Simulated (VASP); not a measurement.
# Cr (Im-3m) in VASP: notebook

Runs on Cr. Level: PBE. Tasks: single point.

Program: VASP 6.6.1. These are calculated values, not measurements. Logs are shortened: lines on timing, memory, paths and dates and some standing lists are left out, and cuts for length are marked.

### Step 1. The cell of the first run

The structure is cubic, space group Im-3m (No. 229). Conventional cell: a = 2.698 Å, b = 2.698 Å, c = 2.698 Å, α = 90.00°, β = 90.00°, γ = 90.00°. Cr (site symmetry m-3m) has 14 Cr at 2.34 to 2.70 Å within 3.1 Å.

### Step 2. Single point, PBE, collinear spin, ferromagnetic start (9.82 Å³/atom)

Contents of INCAR:

```
SYSTEM = Cr
ALGO = Normal
EDIFF = 1E-7
ENCUT = 520
GGA = PE
ISIF = 2
ISMEAR = -1
ISPIN = 2
LASPH = .TRUE.
LCHARG = .FALSE.
LMAXMIX = 4
LORBIT = 11
LREAL = .FALSE.
LWAVE = .FALSE.
MAGMOM = 2
NBANDS = 16
NELM = 150
PREC = Accurate
SIGMA = 0.05
```

Contents of KPOINTS:

```
k-points
0
G
  21 21 21
  0 0 0
```

Contents of POSCAR:

```
Cr
1.0
   -1.3491192624      1.3491192624      1.3491192624
    1.3491192624     -1.3491192624      1.3491192624
    1.3491192624      1.3491192624     -1.3491192624
Cr
1
Direct
    0.0000000000      0.0000000000      0.0000000000
```

Potentials or basis: VASP PAW PBE potentials, release 64 (Cr_pv).

The run is started by

```sh
$ cat potpaw_PBE.64/Cr_pv/POTCAR > POTCAR
$ mpirun -np 1 vasp_std > vasp.out
```

OUTCAR:

```text
SYSTEM = Cr
   EDIFF = 1E-7
   ENCUT = 520
   GGA = PE
   ISIF = 2
   ISMEAR = -1
   ISPIN = 2
   LASPH = .TRUE.
   LORBIT = 11
   LREAL = .FALSE.
   NELM = 150
   PREC = Accurate

 ion  position               nearest neighbor table
   1  0.000  0.000  0.000-

  LATTYP: Found a body centered cubic cell.
 ALAT       =     2.6982385248

  Lattice vectors:

 A1 = (  -1.3491192624,   1.3491192624,   1.3491192624)
 A2 = (   1.3491192624,  -1.3491192624,   1.3491192624)
 A3 = (   1.3491192624,   1.3491192624,  -1.3491192624)

Analysis of symmetry for initial positions (statically):
=====================================================================
 Subroutine PRICEL returns:
 Original cell was already a primitive cell.

 Routine SETGRP: Setting up the symmetry group for a
 body centered cubic supercell.

 Subroutine GETGRP returns: Found 48 space group operations
 (whereof 48 operations were pure point group operations)
 out of a pool of 48 trial point group operations.

The static configuration has the point symmetry O_h .

Analysis of symmetry for dynamics (positions and initial velocities):
=====================================================================
 Subroutine PRICEL returns:
 Original cell was already a primitive cell.

 Routine SETGRP: Setting up the symmetry group for a
 body centered cubic supercell.

 Subroutine GETGRP returns: Found 48 space group operations
 (whereof 48 operations were pure point group operations)
 out of a pool of 48 trial point group operations.

The dynamic configuration has the point symmetry O_h .

Analysis of structural, dynamic, and magnetic symmetry:
=====================================================================
 Subroutine PRICEL returns:
 Original cell was already a primitive cell.

 Routine SETGRP: Setting up the symmetry group for a
 body centered cubic supercell.

 Subroutine GETGRP returns: Found 48 space group operations
 (whereof 48 operations were pure point group operations)
 out of a pool of 48 trial point group operations.

The overall configuration has the point symmetry O_h .

 Subroutine INISYM returns: Found 48 space group operations
 (whereof 48 operations are pure point group operations),
 and found     1 'primitive' translations

----------------------------------------------------------------------------------------

                                     Primitive cell

  volume of cell :       9.8223

  direct lattice vectors                    reciprocal lattice vectors
    -1.349119262  1.349119262  1.349119262     0.000000000  0.370612157  0.370612157
     1.349119262 -1.349119262  1.349119262     0.370612157  0.000000000  0.370612157
     1.349119262  1.349119262 -1.349119262     0.370612157  0.370612157  0.000000000

  length of vectors
     2.336743108  2.336743108  2.336743108     0.524124739  0.524124739  0.524124739

  position of ions in fractional coordinates (direct lattice)
     0.000000000  0.000000000  0.000000000

  ion indices of the primitive-cell ions
   primitive index   ion index
                 1           1

----------------------------------------------------------------------------------------

 KPOINTS: k-points

Automatic generation of k-mesh.
 Grid dimensions read from file:
 generate k-points for:   21   21   21

 Generating k-lattice:

  Cartesian coordinates                     Fractional coordinates (reciprocal lattice)
     0.000000000  0.017648198  0.017648198     0.047619048  0.000000000  0.000000000
     0.017648198  0.000000000  0.017648198     0.000000000  0.047619048  0.000000000
     0.017648198  0.017648198  0.000000000     0.000000000  0.000000000  0.047619048

  Length of vectors
     0.024958321  0.024958321  0.024958321

  Shift w.r.t. Gamma in fractional coordinates (k-lattice)
     0.000000000  0.000000000  0.000000000

 Subroutine IBZKPT returns following result:
 ===========================================

 Found    286 irreducible k-points:

 Following reciprocal coordinates:
            Coordinates               Weight
  0.000000  0.000000  0.000000      1.000000
  0.047619  0.000000  0.000000     12.000000
  0.095238  0.000000  0.000000     12.000000
  0.142857  0.000000  0.000000     12.000000
  0.190476  0.000000  0.000000     12.000000
  0.238095  0.000000  0.000000     12.000000
[... 16 lines left out ...]
  0.142857  0.095238 -0.000000     48.000000
  0.190476  0.095238  0.000000     48.000000
 [... further k-points ...]
   k-points           NKPTS =    286   k-points in BZ     NKDIM =    286   number of bands    NBANDS=     16
   number of dos      NEDOS =    301   number of ions     NIONS =      1
   total plane-waves  NPLWV =   5832
   dimension x,y,z NGX =    18 NGY =   18 NGZ =   18
   dimension x,y,z NGXF=    36 NGYF=   36 NGZF=   36
   ions per type =               1
   NGX,Y,Z   is equivalent  to a cutoff of  12.81, 12.81, 12.81 a.u.
   NGXF,Y,Z  is equivalent  to a cutoff of  25.61, 25.61, 25.61 a.u.
 SYSTEM =  Cr
   PREC   = accura    normal or accurate (medium, high low for compatibility)
   ISTART =      0    job   : 0-new  1-cont  2-samecut
   ICHARG =      2    charge: 1-file 2-atom 10-const
   ISPIN  =      2    spin polarized calculation?
   LNONCOLLINEAR =      F non collinear calculations
   LSORBIT =      F    spin-orbit coupling
   LASPH  =      T    aspherical Exc in radial PAW
   ENCUT  =  520.0 eV  38.22 Ry    6.18 a.u.   4.34  4.34  4.34*2*pi/ulx,y,z
   NELM   =    150;   NELMIN=  2; NELMDL= -5     # of ELM steps
   EDIFF  = 0.1E-06   stopping-criterion for ELM
   LREAL  =      F    real-space projection
   EDIFFG = 0.1E-05   stopping-criterion for IOM
   NSW    =      0    number of steps for IOM
   IBRION =     -1    ionic relax: 0-MD 1-quasi-New 2-CG
   NFREE  =      0    steps in history (QN), initial steepest desc. (CG)
   ISIF   =      2    stress and relaxation
   ISYM   =      2    0-nonsym 1-usesym 2-fastsym
   POTIM  = 0.5000    time-step for ionic-motion
   TEBEG  =    0.0;   TEEND  =   0.0 temperature during run
   PSTRESS=    0.0 pullay stress
   NELECT =      12.0000    total number of electrons
   NUPDOWN=      -1.0000    fix difference up-down
   EMIN   =  10.00;   EMAX   =-10.00  energy-range for DOS
   EFERMI =   0.00;   METHOD = LEGACY
   ISMEAR =    -1;   SIGMA  =   0.05  broadening in eV -4-tet -1-fermi 0-gaus
   EFERMI_NEDOS =   21; number of points for ismear=-14 and -15
   IALGO  =     38    algorithm
   IMIX   =      4    mixing-type and parameters
     AMIX     =   0.40;   BMIX     =  1.00
     AMIX_MAG =   1.60;   BMIX_MAG =  1.00
  volume/ion in A,a.u.               =       9.82        66.28
  Fermi-wavevector in a.u.,A,eV,Ry     =   1.750108  3.307225 41.672996  3.062879
  Thomas-Fermi vector in A             =   2.820891
   LORBIT       =     11    0 simple, 1 ext, 2 COOP (PROOUT), +10 PAW based schemes
   GGA     = PE    functional components
   LHFCALC =     F    Hartree Fock is set to
   AEXX    =    0.0000 exact exchange contribution
   IVDW    =     0    specifies the selected vdW correction
   LEPSILON=     F    determine dielectric tensor
   LRPA    =     F    only Hartree local field effects (RPA)
 spin polarized calculation
  energy-cutoff  :      520.00
  volume of cell :        9.82
 maximum number of plane-waves:       276
 NGX is ok and might be reduce to    18
   NGX =  9   NGY =  9   NGZ =  9

 number of electron      11.9999992 magnetization      -0.0000515

 number of electron      11.9999992 magnetization       0.0000133

 Free energy of the ion-electron system (eV)
  ---------------------------------------------------
  ext. energy  EPLUGINS =         0.00000000
  ---------------------------------------------------
  free energy    TOTEN  =        -9.24684279 eV

  energy without entropy =       -9.24128202  energy(sigma->0) =       -9.24406240

 E-fermi :  13.5194     XC(G=0): -14.6414

 val. band max:       13.5122740096   @ k =  -0.2857   0.3333   0.1429
 cond. band min:      13.5247335478   @ k =  -0.4286   0.4286   0.2857
 fundamental gap:      0.0124595382
 Fermi energy:        13.5194034060

 spin component 1

 k-point     1 :       0.0000    0.0000    0.0000
  band No.  band energies     occupation
      1     -29.0002      1.00000
      2     -29.0002      1.00000
      3     -29.0002      1.00000
      4       5.0819      1.00000
      5      12.3187      1.00000
      6      12.3187      1.00000
[... 8 lines left out ...]
     15      46.2501      0.00000
     16      52.5900      0.00000

 k-point     2 :       0.0476    0.0000    0.0000
  band No.  band energies     occupation
      1     -29.0361      1.00000
      2     -29.0107      1.00000
      3     -29.0006      1.00000
      4       5.1983      1.00000
      5      12.2688      1.00000
      6      12.3109      1.00000
[... 8 lines left out ...]
     15      46.4761      0.00000
     16      51.3062      0.00000

 k-point     3 :       0.0952    0.0000    0.0000
  band No.  band energies     occupation
      1     -29.1398      1.00000
      2     -29.0412      1.00000
      3     -29.0016      1.00000
      4       5.5381      1.00000
      5      12.1257      1.00000
      6      12.2771      1.00000
[... 8 lines left out ...]
     15      47.0530      0.00000
     16      49.4298      0.00000
[... 362 lines left out ...]
 k-point    23 :       0.1429    0.0952   -0.0000
  band No.  band energies     occupation
      1     -29.5697      1.00000
      2     -29.1462      1.00000
      3     -29.0453      1.00000
      4       7.0274      1.00000
      5      11.6422      1.00000
      6      11.8071      1.00000
[... 8 lines left out ...]
     15      44.7411      0.00000
     16      48.9476      0.00000

 k-point    24 :       0.1905    0.0952    0.0000
  band No.  band energies     occupation
      1     -29.7685      1.00000
      2     -29.2200      1.00000
      3     -29.0513      1.00000
      4       7.7134      1.00000
      5      11.3552      1.00000
      6      11.6877      1.00000
[... 8 lines left out ...]
     15      45.3365      0.00000
     16      48.3738      0.00000

 [... further k-points ...]

 spin component 2

 k-point     1 :       0.0000    0.0000    0.0000
  band No.  band energies     occupation
      1     -29.0002      1.00000
      2     -29.0002      1.00000
      3     -29.0002      1.00000
      4       5.0819      1.00000
      5      12.3187      1.00000
      6      12.3187      1.00000
[... 8 lines left out ...]
     15      46.2501      0.00000
     16      52.5900      0.00000

 k-point     2 :       0.0476    0.0000    0.0000
  band No.  band energies     occupation
      1     -29.0360      1.00000
      2     -29.0107      1.00000
      3     -29.0006      1.00000
      4       5.1983      1.00000
      5      12.2688      1.00000
      6      12.3109      1.00000
[... 8 lines left out ...]
     15      46.4761      0.00000
     16      51.3061      0.00000

 k-point     3 :       0.0952    0.0000    0.0000
  band No.  band energies     occupation
      1     -29.1398      1.00000
      2     -29.0412      1.00000
      3     -29.0016      1.00000
      4       5.5381      1.00000
      5      12.1257      1.00000
      6      12.2771      1.00000
[... 8 lines left out ...]
     15      47.0530      0.00000
     16      49.4299      0.00000
[... 362 lines left out ...]
 k-point    23 :       0.1429    0.0952   -0.0000
  band No.  band energies     occupation
      1     -29.5697      1.00000
      2     -29.1462      1.00000
      3     -29.0453      1.00000
      4       7.0275      1.00000
      5      11.6422      1.00000
      6      11.8071      1.00000
[... 8 lines left out ...]
     15      44.7411      0.00000
     16      48.9476      0.00000

 k-point    24 :       0.1905    0.0952    0.0000
  band No.  band energies     occupation
      1     -29.7685      1.00000
      2     -29.2199      1.00000
      3     -29.0513      1.00000
      4       7.7134      1.00000
      5      11.3552      1.00000
      6      11.6877      1.00000
[... 8 lines left out ...]
     15      45.3365      0.00000
     16      48.3738      0.00000

 [... further k-points ...]

------------------------ aborting loop because EDIFF is reached ----------------------------------------

  FORCE on cell =-STRESS in cart. coord.  units (eV):
  Direction    XX          YY          ZZ          XY          YZ          ZX
  --------------------------------------------------------------------------------------
  -------------------------------------------------------------------------------------
  Total        3.5696916      3.5696916      3.5696916      0.0000000      0.0000000      0.0000000
  in kB      582.2778328    582.2778328    582.2778328      0.0000000      0.0000000      0.0000000
  external PRESSURE =     582.2778328 kB  Pullay stress =       0.0000000 kB

 VOLUME and BASIS-vectors are now :
 -----------------------------------------------------------------------------
  energy-cutoff  :      520.00
  volume of cell :        9.82
      direct lattice vectors                 reciprocal lattice vectors
    -1.349119262  1.349119262  1.349119262     0.000000000  0.370612157  0.370612157
     1.349119262 -1.349119262  1.349119262     0.370612157  0.000000000  0.370612157
     1.349119262  1.349119262 -1.349119262     0.370612157  0.370612157  0.000000000

 POSITION                                       TOTAL-FORCE (eV/Angst)
 -----------------------------------------------------------------------------------
      0.00000      0.00000      0.00000        -0.000000      0.000000     -0.000000
 -----------------------------------------------------------------------------------
    total drift:                                0.000000      0.000000      0.000000

  FREE ENERGIE OF THE ION-ELECTRON SYSTEM (eV)
  ---------------------------------------------------
  free  energy   TOTEN  =        -9.2468427862 eV

  energy  without entropy=       -9.2412820214  energy(sigma->0) =       -9.24406240

 total charge

# of ion       s       p       d       tot
------------------------------------------
    1        0.505   6.518   4.447  11.471

 magnetization (x)

# of ion       s       p       d       tot
------------------------------------------
    1       -0.000   0.000   0.000   0.000
```

Wall time 90 s (1 thread of Intel Xeon 8259CL, shared host); peak memory 0.18 GiB.

Results:

```yaml
Free_energy: -9.2468 eV
Pressure: 58.2 GPa
Band_gap_on_the_k_mesh: zero (filled and empty bands overlap)
Net_moment: 0.00 μB per cell
Valence_electrons_inside_the_program's_atomic_spheres: Cr 11.47
```

Levels at points of the mesh, in eV from the Fermi level:
Spin up:
| k point | band 2 | band 3 | band 4 | band 5 | band 6 | band 7 | band 8 | band 9 | band 10 | band 11 |
| --- | --- | --- | --- | --- | --- | --- | --- | --- | --- | --- |
| (0.00, 0.00, 0.00) | -42.52 | -42.52 | -8.44 | -1.20 | -1.20 | -1.20 | 1.33 | 1.33 | 7.18 | 23.50 |
Spin down:
```
           k point  band 3  band 4  band 5  band 6  band 7  band 8  band 9  band 10
(0.00, 0.00, 0.00)  -42.52   -8.44   -1.20   -1.20   -1.20    1.33    1.33     7.18
```

Caveat: the cell stands under pressure.

(Continued in part 2 of 2.)
